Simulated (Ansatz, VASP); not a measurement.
GaAs: VASP beside Ansatz

```
Ga As
1.0
     2.74542    2.74542    0.00000
    -2.74542    2.74542    0.00000
     0.00000    2.74542    2.85115
Ga As
1 1
Direct
  0.00000 0.00000 0.00000
  0.75000 0.25000 0.50000
```

Change from the starting cell: film at in-plane strain -0.02.

Alike in both runs: task single point; functional LDA; k mesh 8 × 8 × 8; no spin polarisation.

```csv
,VASP,Ansatz
version,VASP 6.6.1,Ansatz 0.2.0
potentials or method,"VASP PAW LDA potentials, release 64 (Ga_d, As), cutoff 520 eV","all-electron LAPW, scalar-relativistic"
occupations,"gaussian, width 0.01 eV",fixed
```

|  | VASP | Ansatz | Ansatz less VASP |
| --- | --- | --- | --- |
| gap on the k mesh at the Fermi level (eV) | 0.62 | 0.57 | -0.052 |
| pressure (GPa) | 2.1 | 1.8 | -0.33 |
| traceless stress, the component that is largest in VASP (GPa) | -1.74 | -1.75 | -0.007 |

LDA's correlation is that of Perdew and Zunger in VASP and of Perdew and Wang (1992) in Ansatz. Ansatz ran all-electron here, and VASP with PAW potentials.
